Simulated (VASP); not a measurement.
Wanted: the native input for a VASP 6.6.1 run.

```
Task                   : single point
Functional             : PBE
Potentials or basis    : VASP PAW PBE potentials, release 64 (Ti_sv, Ni)
Cutoff                 : 520 eV
k mesh                 : 1 × 1 × 1, shifted
Occupations            : fermi-dirac, width 0.05 eV
Spin                   : no spin polarisation
Dipole correction      : no
Further INCAR settings : LREAL = Auto; ALGO = Normal; EDIFF = 1e-07; NBANDS = 103; ISYM = 0
```

The structure of Ti9Ni7 lies in POSCAR:

```
Ti9Ni7
1.0
    6.1173580000      0.0376560000      0.0215690000
    0.0376560000      6.2512350000      0.3066880000
    0.0215690000      0.3066880000      6.5379140000
Ti Ni
9 7
Direct
    0.6864040168      0.4389082858      0.2991963564
    0.3913003607      0.4924015140      0.6231043123
    0.1289374327      0.8352749960      0.6086721438
    0.6317229186      0.8731192196      0.3867853234
    0.3215245172      0.1698315858      0.0868489136
    0.6888519478      0.1119690324      0.6913960009
    0.4727974468      0.7780657028      0.9265109357
    0.8323035526      0.5216410853      0.7091792556
    0.9661528432      0.8621053482      0.0616503497
    0.9982054244      0.1091088486      0.3483916021
    0.3581663376      0.1625286666      0.4454592273
    0.0762406587      0.4821652724      0.3691492825
    0.2963877818      0.7774604413      0.2567472475
    0.1087046845      0.2145545232      0.7264251336
    0.1397905131      0.5348396275      0.9716938710
    0.7699058032      0.2001709055      0.0184032533
```

The input as run:

INCAR

```
PREC = Accurate
ENCUT = 520
EDIFF = 1E-7
ISMEAR = -1
SIGMA = 0.05
LREAL = Auto
LASPH = True
NELM = 60
ALGO = Normal
ISIF = 2
LWAVE = False
LCHARG = False
GGA = PE
NBANDS = 103
ISYM = 0
```

KPOINTS

```
Automatic mesh
0
Gamma
  1 1 1
  0.25 0.25 0.25
```

Potentials or basis: VASP PAW PBE potentials, release 64 (Ti_sv, Ni).

The run is started by

```sh
$ cat potpaw_PBE.64/Ti_sv/POTCAR potpaw_PBE.64/Ni/POTCAR > POTCAR
$ mpirun -np 1 vasp_std > vasp.out
```

It gave:

```
Pressure               : -5.5 GPa
Largest force          : 1.124 eV/Å
Band gap on the k mesh : 0.21 eV
```

Caveat: the k points lie up to 1.03 Å⁻¹ apart.

It took 61 s on 1 thread of Intel(R) Xeon(R) 6975P-C (Granite Rapids), with other jobs on the host, peak memory 0.33 GiB.
